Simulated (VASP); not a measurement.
# Cu (P2/m) in VASP: single point with PBE

Aim: the single point of Cu with PBE.

Everything below comes from runs of VASP 6.6.1. Logs are shortened: lines on timing, memory, paths and dates and some standing lists are left out, and cuts for length are marked.

**1. The cell of the first run**

It takes space group P2/m (No. 10, monoclinic). Conventional cell: a = 11.570 Å, b = 2.238 Å, c = 22.224 Å, α = 90.00°, β = 101.93°, γ = 90.00°. Cu (site symmetry 2/m) has 2 Cu at 2.24 Å within 3.0 Å.

**2. Single point, PBE**

INCAR reads:

```
PREC     = Accurate       # precision mode
ENCUT    = 520            # plane-wave cutoff, eV
EDIFF    = 1E-7           # SCF threshold, eV
ISMEAR   = 1              # smearing method
SIGMA    = 0.05           # smearing width, eV
LREAL    = F              # projectors in reciprocal space
LASPH    = T              # aspherical terms in the spheres
NELM     = 60             # most SCF steps
ALGO     = Normal         # electronic algorithm
ISIF     = 2              # what is computed and relaxed
LWAVE    = F              # write WAVECAR
LCHARG   = F              # write CHGCAR
GGA      = PE             # functional
NBANDS   = 12             # bands
```

KPOINTS reads:

```
regular mesh
0
Gamma
  2 10 1
```

POSCAR reads:

```
Cu
1.0
   11.5702539500      0.0000000000      0.0000000000
    0.0000000000      2.2382121000      0.0000000000
   -4.5956239400      0.0000000000     21.7433883500
Cu
1
Direct
    0.5000000000      0.5000000000      0.5000000000
```

Potentials or basis: VASP PAW PBE potentials, release 64 (Cu).

Run with:

```
cat potpaw_PBE.64/Cu/POTCAR > POTCAR
mpirun -np 1 vasp_std > vasp.out
```

OUTCAR:

```text
PREC = Accurate
   ENCUT = 520
   EDIFF = 1E-7
   ISMEAR = 1
   LREAL = F
   LASPH = T
   NELM = 60
   ISIF = 2
   GGA = PE

 ion  position               nearest neighbor table
   1  0.500  0.500  0.500-

  LATTYP: Found a simple monoclinic cell.
 ALAT       =    11.5702539500
 B/A-ratio  =     0.1934453738
 C/A-ratio  =     1.9207652505
 COS(beta)  =    -0.2067889375

  Lattice vectors:

 A1 = (  11.5702539500,   0.0000000000,   0.0000000000)
 A2 = (   0.0000000000,   2.2382121000,   0.0000000000)
 A3 = (  -4.5956239400,   0.0000000000,  21.7433883500)

Analysis of symmetry for initial positions (statically):
=====================================================================
 Subroutine PRICEL returns:
 Original cell was already a primitive cell.

 Routine SETGRP: Setting up the symmetry group for a
 simple monoclinic supercell.

 Subroutine GETGRP returns: Found  4 space group operations
 (whereof  4 operations were pure point group operations)
 out of a pool of  4 trial point group operations.

The static configuration has the point symmetry C_2h.

Analysis of symmetry for dynamics (positions and initial velocities):
=====================================================================
 Subroutine PRICEL returns:
 Original cell was already a primitive cell.

 Routine SETGRP: Setting up the symmetry group for a
 simple monoclinic supercell.

 Subroutine GETGRP returns: Found  4 space group operations
 (whereof  4 operations were pure point group operations)
 out of a pool of  4 trial point group operations.

The dynamic configuration has the point symmetry C_2h.

 Subroutine INISYM returns: Found  4 space group operations
 (whereof  4 operations are pure point group operations),
 and found     1 'primitive' translations

----------------------------------------------------------------------------------------

                                     Primitive cell

  volume of cell :     563.0816

  direct lattice vectors                    reciprocal lattice vectors
    11.570253950  0.000000000  0.000000000     0.086428526  0.000000000  0.018267300
     0.000000000  2.238212100  0.000000000     0.000000000  0.446785182  0.000000000
    -4.595623940  0.000000000 21.743388350     0.000000000  0.000000000  0.045990992

  length of vectors
    11.570253950  2.238212100 22.223741727     0.088337899  0.446785182  0.045990992

  position of ions in fractional coordinates (direct lattice)
     0.500000000  0.500000000  0.500000000

  ion indices of the primitive-cell ions
   primitive index   ion index
                 1           1

----------------------------------------------------------------------------------------

 KPOINTS: regular mesh

Automatic generation of k-mesh.
 Grid dimensions read from file:
 generate k-points for:    2   10    1

 Generating k-lattice:

  Cartesian coordinates                     Fractional coordinates (reciprocal lattice)
     0.043214263  0.000000000  0.009133650     0.500000000  0.000000000 -0.000000000
     0.000000000  0.044678518  0.000000000     0.000000000  0.100000000  0.000000000
     0.000000000  0.000000000  0.045990992     0.000000000  0.000000000  1.000000000

  Length of vectors
     0.044168950  0.044678518  0.045990992

  Shift w.r.t. Gamma in fractional coordinates (k-lattice)
     0.000000000  0.000000000  0.000000000

 Subroutine IBZKPT returns following result:
 ===========================================

 Found     12 irreducible k-points:

 Following reciprocal coordinates:
            Coordinates               Weight
  0.000000  0.000000  0.000000      1.000000
  0.500000  0.000000 -0.000000      1.000000
  0.000000  0.100000  0.000000      2.000000
  0.500000  0.100000 -0.000000      2.000000
  0.000000  0.200000  0.000000      2.000000
  0.500000  0.200000 -0.000000      2.000000
  0.000000  0.300000  0.000000      2.000000
  0.500000  0.300000 -0.000000      2.000000
  0.000000  0.400000  0.000000      2.000000
  0.500000  0.400000 -0.000000      2.000000
  0.000000  0.500000  0.000000      1.000000
  0.500000  0.500000 -0.000000      1.000000
   k-points           NKPTS =     12   k-points in BZ     NKDIM =     12   number of bands    NBANDS=     12
   number of dos      NEDOS =    301   number of ions     NIONS =      1
   total plane-waves  NPLWV = 272160
   dimension x,y,z NGX =    90 NGY =   18 NGZ =  168
   dimension x,y,z NGXF=   180 NGYF=   36 NGZF=  336
   ions per type =               1
   NGX,Y,Z   is equivalent  to a cutoff of  12.93, 13.37, 12.57 a.u.
   NGXF,Y,Z  is equivalent  to a cutoff of  25.86, 26.74, 25.13 a.u.
 SYSTEM =  unknown system
   PREC   = accura    normal or accurate (medium, high low for compatibility)
   ISTART =      0    job   : 0-new  1-cont  2-samecut
   ICHARG =      2    charge: 1-file 2-atom 10-const
   ISPIN  =      1    spin polarized calculation?
   LNONCOLLINEAR =      F non collinear calculations
   LSORBIT =      F    spin-orbit coupling
   LASPH  =      T    aspherical Exc in radial PAW
   ENCUT  =  520.0 eV  38.22 Ry    6.18 a.u.  21.51  4.16 41.32*2*pi/ulx,y,z
   NELM   =     60;   NELMIN=  2; NELMDL= -5     # of ELM steps
   EDIFF  = 0.1E-06   stopping-criterion for ELM
   LREAL  =      F    real-space projection
   EDIFFG = 0.1E-05   stopping-criterion for IOM
   NSW    =      0    number of steps for IOM
   IBRION =     -1    ionic relax: 0-MD 1-quasi-New 2-CG
   NFREE  =      0    steps in history (QN), initial steepest desc. (CG)
   ISIF   =      2    stress and relaxation
   ISYM   =      2    0-nonsym 1-usesym 2-fastsym
   POTIM  = 0.5000    time-step for ionic-motion
   TEBEG  =    0.0;   TEEND  =   0.0 temperature during run
   PSTRESS=    0.0 pullay stress
   NELECT =      11.0000    total number of electrons
   NUPDOWN=      -1.0000    fix difference up-down
   EMIN   =  10.00;   EMAX   =-10.00  energy-range for DOS
   EFERMI =   0.00;   METHOD = LEGACY
   ISMEAR =     1;   SIGMA  =   0.05  broadening in eV -4-tet -1-fermi 0-gaus
   EFERMI_NEDOS =   21; number of points for ismear=-14 and -15
   IALGO  =     38    algorithm
   IMIX   =      4    mixing-type and parameters
     AMIX     =   0.40;   BMIX     =  1.00
     AMIX_MAG =   1.60;   BMIX_MAG =  1.00
  volume/ion in A,a.u.               =     563.08      3799.86
  Fermi-wavevector in a.u.,A,eV,Ry     =   0.440909  0.833197  2.644978  0.194400
  Thomas-Fermi vector in A             =   1.415886
   LORBIT       =      0    0 simple, 1 ext, 2 COOP (PROOUT), +10 PAW based schemes
   GGA     = PE    functional components
   LHFCALC =     F    Hartree Fock is set to
   AEXX    =    0.0000 exact exchange contribution
   IVDW    =     0    specifies the selected vdW correction
   LEPSILON=     F    determine dielectric tensor
   LRPA    =     F    only Hartree local field effects (RPA)
 non-spin polarized calculation
 Methfessel and Paxton  Order N= 1 SIGMA  =   0.05
  energy-cutoff  :      520.00
  volume of cell :      563.08
 maximum number of plane-waves:     15252
 NGX is ok and might be reduce to    90
   NGX = 43   NGY =  9   NGZ = 83

 number of electron      11.0000002 magnetization

 Free energy of the ion-electron system (eV)
  ---------------------------------------------------
  ext. energy  EPLUGINS =         0.00000000
  ---------------------------------------------------
  free energy    TOTEN  =        -1.74073986 eV

  energy without entropy =       -1.74134937  energy(sigma->0) =       -1.74094303

 E-fermi :  -4.7380     XC(G=0):  -0.7555

 val. band max:       -4.7798903452   @ k =   0.0000   0.0000   0.0000
 cond. band min:      -4.4335483808   @ k =   0.0000   0.3000   0.0000
 fundamental gap:      0.3463419643
 Fermi energy:        -4.7379865191

 k-point     1 :       0.0000    0.0000    0.0000
  band No.  band energies     occupation
      1      -8.3398      2.00000
      2      -6.0043      2.00000
      3      -5.7211      2.00000
      4      -5.7211      2.00000
      5      -4.7799      1.99834
      6      -4.7799      1.99832
      7      -2.0715      0.00000
      8      -2.0635      0.00000
      9      -0.0084      0.00000
     10       0.4352      0.00000
     11       0.5102      0.00000
     12       0.9294      0.00000

 k-point     2 :       0.5000    0.0000   -0.0000
  band No.  band energies     occupation
      1      -8.3398      2.00000
      2      -6.0042      2.00000
      3      -5.7211      2.00000
      4      -5.7211      2.00000
      5      -4.7799      1.99837
      6      -4.7799      1.99833
      7      -2.0782      0.00000
      8      -2.0699      0.00000
      9       0.3015      0.00000
     10       0.4827      0.00000
     11       0.5629      0.00000
     12       0.6795      0.00000

 k-point     3 :       0.0000    0.1000    0.0000
  band No.  band energies     occupation
      1      -7.9719      2.00000
      2      -5.8595      2.00000
      3      -5.6792      2.00000
      4      -5.6792      2.00000
      5      -5.0568      2.00000
      6      -5.0568      2.00000
      7      -1.6353      0.00000
      8      -1.6260      0.00000
      9       0.2863      0.00000
     10       0.7340      0.00000
     11       0.8185      0.00000
     12       1.2261      0.00000
[... 106 lines left out ...]
 k-point    11 :       0.0000    0.5000    0.0000
  band No.  band energies     occupation
      1      -6.6539      2.00000
      2      -6.6539      2.00000
      3      -5.2851      2.00000
      4      -5.2851      2.00000
      5      -4.8589      2.00332
      6      -0.5871      0.00000
      7       2.5312      0.00000
      8       5.2192      0.00000
      9       5.2254      0.00000
     10       6.6696      0.00000
     11       6.7223      0.00000
     12       7.3138      0.00000

 k-point    12 :       0.5000    0.5000   -0.0000
  band No.  band energies     occupation
      1      -6.6539      2.00000
      2      -6.6539      2.00000
      3      -5.2851      2.00000
      4      -5.2851      2.00000
      5      -4.8589      2.00332
      6      -0.5871      0.00000
      7       2.5315      0.00000
      8       5.2140      0.00000
      9       5.2204      0.00000
     10       6.6322      0.00000
     11       6.6831      0.00000
     12       7.5541      0.00000

------------------------ aborting loop because EDIFF is reached ----------------------------------------

  FORCE on cell =-STRESS in cart. coord.  units (eV):
  Direction    XX          YY          ZZ          XY          YZ          ZX
  --------------------------------------------------------------------------------------
  -------------------------------------------------------------------------------------
  Total       -0.0081184      0.9935452     -0.0056888      0.0000000      0.0000000     -0.0004432
  in kB       -0.0231000      2.8270069     -0.0161866      0.0000000      0.0000000     -0.0012610
  external PRESSURE =       0.9292401 kB  Pullay stress =       0.0000000 kB

 VOLUME and BASIS-vectors are now :
 -----------------------------------------------------------------------------
  energy-cutoff  :      520.00
  volume of cell :      563.08
      direct lattice vectors                 reciprocal lattice vectors
    11.570253950  0.000000000  0.000000000     0.086428526  0.000000000  0.018267300
     0.000000000  2.238212100  0.000000000     0.000000000  0.446785182  0.000000000
    -4.595623940  0.000000000 21.743388350     0.000000000  0.000000000  0.045990992

 POSITION                                       TOTAL-FORCE (eV/Angst)
 -----------------------------------------------------------------------------------
      3.48732      1.11911     10.87169         0.000000      0.000000      0.000000
 -----------------------------------------------------------------------------------
    total drift:                                0.000000     -0.000000     -0.000000

  FREE ENERGIE OF THE ION-ELECTRON SYSTEM (eV)
  ---------------------------------------------------
  free  energy   TOTEN  =        -1.7407398587 eV

  energy  without entropy=       -1.7413493733  energy(sigma->0) =       -1.74094303
```

Wall time 1.8 min (1 thread of Intel Xeon Platinum 8375C at 2.90GHz (Ice Lake), shared host); peak memory 0.57 GiB.

Results:

```yaml
Free_energy: -1.7407 eV
Pressure: 0.1 GPa
```
